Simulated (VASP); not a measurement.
ZnCd2S, 4 atoms in the cell. Symmetry: P6/mmm, No. 191, hexagonal system. Conventional cell: a = 3.823 Å, b = 3.823 Å, c = 8.035 Å, α = 90.00°, β = 90.00°, γ = 120.00°. Within 2.9 Å of Zn (site symmetry 6/mmm) lie 2 Cd at 2.20 Å. Within 2.4 Å of Cd (site symmetry 6mm) lie 1 S at 1.82 Å and 1 Zn at 2.20 Å. S (site symmetry 6/mmm) has 2 Cd at 1.82 Å within 2.4 Å. The cell was built from a structure type or drawn by symmetry, and may not be a known phase.

- Program: VASP 6.6.1
- Task: relaxation of cell and atoms
- Functional: PBE
- Potentials or basis: VASP PAW PBE potentials, release 64 (Zn, Cd, S)
- Cutoff: 600 eV
- k mesh: 6 × 6 × 2
- Occupations: gaussian, width 0.1 eV
- Spin: no spin polarisation
- Dipole correction: no
- Further INCAR settings: ALGO = Normal; EDIFF = 1e-06; IBRION = 2; EDIFFG = -0.04; NSW = 90; ISIF = 3

Potentials or basis: VASP PAW PBE potentials, release 64 (Zn, Cd, S).

The run is started by

```console
$ cat potpaw_PBE.64/Zn/POTCAR potpaw_PBE.64/Cd/POTCAR potpaw_PBE.64/S/POTCAR > POTCAR
$ mpirun -np 1 vasp_std > vasp.out
```

Hardware: 1 thread of Intel(R) Xeon(R) 6975P-C (Granite Rapids), on a shared host.

Task: Estimate the wall time of this run.

Result: It took 7.2 min on 1 thread of Intel(R) Xeon(R) 6975P-C (Granite Rapids), with other jobs on the host, peak memory 0.28 GiB. Counts: scf iterations 279, k points 14, ion steps 25.
